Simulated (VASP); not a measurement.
Runs of VASP 6.6.1 on Tl. The structure is that of space group Fd-3m (No. 227), or close to it. The cells are those of the table. This isn't the form of Tl at room conditions, which is hcp.

| task | cell | cutoff (eV) | smearing | gap on the mesh (eV) | pressure (GPa) |
| --- | --- | --- | --- | --- | --- |
| single point | a = 4.607 Å, angles 60.0°, 2 atoms | 520 | fermi-dirac 0.1 eV | none | 4.8 |
| single point | a = 4.863 Å, angles 60.0°, 2 atoms | 520 | fermi-dirac 0.1 eV | none | 0.0 |
| single point | a = 4.863 Å, angles 60.0°, 2 atoms | 520 | tetrahedron | none | -0.1 |
| single point | a = 4.781 Å, angles 60.0°, 2 atoms | 520 | fermi-dirac 0.1 eV | none | (a) |
| relaxation of cell and atoms | relaxed from a = 4.658 Å, angles 60.0°, 2 atoms | 600 | fermi-dirac 0.1 eV | none | 0.0 |

Alike in all rows: level PBEsol; potentials or basis VASP PAW PBE potentials, release 64 (Tl_d); no spin polarisation; k mesh 10 × 10 × 10.

Q: Fill in the values left out.

A: (a) 1.1.

Caveats: the PAW data sets were made with another functional, which shifts forces and pressure a little; spin-orbit coupling is left out, which moves the levels of the heavy elements; the cell stands under pressure (at least some runs); tetrahedron occupations give inexact forces and stress in metals (at least some runs).

A k mesh can miss the band edges, and the runs leave out spin-orbit coupling on Tl.

A gap of «none» marks levels without a gap at the run's occupations.
